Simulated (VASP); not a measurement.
A run of VASP 6.6.1 is set up as follows.

INCAR

```
PREC = Accurate
ENCUT = 520
EDIFF = 1E-6
ISMEAR = 0
SIGMA = 0.1
LREAL = F
LASPH = T
NELM = 60
ALGO = Normal
ISIF = 2
LWAVE = F
LCHARG = F
GGA = PE
NBANDS = 13
```

File KPOINTS:

```
Automatic mesh
0
Gamma
  14 14 14
```

File POSCAR:

```
Pb
1.0
    0.0000000000      2.5209979030      2.5209979030
    2.5209979030      0.0000000000      2.5209979030
    2.5209979030      2.5209979030      0.0000000000
Pb
1
Direct
    0.0000000000      0.0000000000      0.0000000000
```

Potentials or basis: VASP PAW PBE potentials, release 64 (Pb_d).

Launch:

```console
$ cat potpaw_PBE.64/Pb_d/POTCAR > POTCAR
$ mpirun -np 1 vasp_std > vasp.out
```

(1) Estimate the pressure.

(2) Predict the band gap on the k mesh.

Answers

(1) -0.1 GPa.

(2) zero (band 7 reaches 13.67 eV, above the bottom of band 8 at 5.23 eV).

Caveat: spin-orbit coupling is left out, which moves the levels of the heavy elements.
